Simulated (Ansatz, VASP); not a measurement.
## AlNi: VASP beside Ansatz

```
Ni Al
1.0
     2.88100    0.00000    0.00000
     0.00000    2.88100    0.00000
     0.00000    0.00000    2.88100
Ni Al
1 1
Direct
  0.50000 0.50000 0.50000
  0.00000 0.00000 0.00000
```

Alike in both runs: task relaxation of cell and atoms; functional PBEsol; k mesh 9 × 9 × 9; occupations fermi-dirac, width 0.05 eV; collinear spin.

|  | VASP | Ansatz |
| --- | --- | --- |
| version | VASP 6.6.1 | Ansatz 0.2.0 |
| potentials or method | VASP PAW PBE potentials, release 64 (Ni, Al) | Ansatz PAW |
| plane-wave cutoff (eV) | 600 | 420 |
| valence electrons in the cell | 13 | 21 |

```tsv
	VASP	Ansatz	Ansatz less VASP
gap on the k mesh at the Fermi level, each at its own relaxed structure (eV)	none	none	-
net moment per atom (μB)	0.00	0.00	0.000
relaxed volume (Å³/atom)	11.72	11.71	-0.001
relaxed cell length with the largest relative difference (Å)	2.862	2.861	-0.0001
```

VASP's potentials were made for PBE, not for PBEsol. A gap of «none» marks a metal or a gap that the smearing closes. VASP's potentials hold 13 valence electrons a cell and Ansatz's 21, so a difference there can come from the potentials and not from the codes.

Noted on Ansatz's run: the plane-wave basis is chosen anew once the cell has moved, so the energies of steps on either side of that aren't comparable.
